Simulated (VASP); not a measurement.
Here is a VASP 6.6.1 calculation.

INCAR

```
  ALGO = Normal
  EDIFF = 1E-8
  ENCUT = 500
  GGA = PE
  GGA_COMPAT = F
  IBRION = 6
  ISIF = 3
  ISMEAR = 0
  IVDW = 12
  LASPH = T
  LCHARG = T
  LREAL = F
  LWAVE = F
  NELM = 120
  NFREE = 2
  NSW = 1
  POTIM = 0.015
  PREC = Accurate
  SIGMA = 0.15
```

File KPOINTS:

```
k-points
0
Gamma
  6 6 6
```

POSCAR

```
Ca
1.0
    0.0000000000      2.7942000000      2.7942000000
    2.7942000000      0.0000000000      2.7942000000
    2.7942000000      2.7942000000      0.0000000000
Ca
1
Direct
    0.0000000000      0.0000000000      0.0000000000
```

Potentials or basis: VASP PAW PBE potentials, release 64 (Ca_sv).

Run with:

```bash
$ cat potpaw_PBE.64/Ca_sv/POTCAR > POTCAR
$ mpirun -np 1 vasp_std > vasp.out
```

Q: What does it give for the elastic constants C11, C12, C44?

A: 11, 17, 8 GPa.

Q: What does it give for the Voigt bulk modulus?

A: 15 GPa.

Q: Estimate the dispersion energy per atom.

A: -0.222 eV.

Elastic tensor in Voigt notation (GPa, in the Cartesian axes of the cell as first typed):
```
11 17 17  0  0  0
17 11 17  0  0  0
17 17 11  0  0  0
 0  0  0  8  0  0
 0  0  0  0  8  0
 0  0  0  0  0  8
```

Caveat: the cell is under stress, which shifts elastic constants; the elastic tensor has a negative eigenvalue, so either the cell is unstable as it stands or the mesh is too thin.
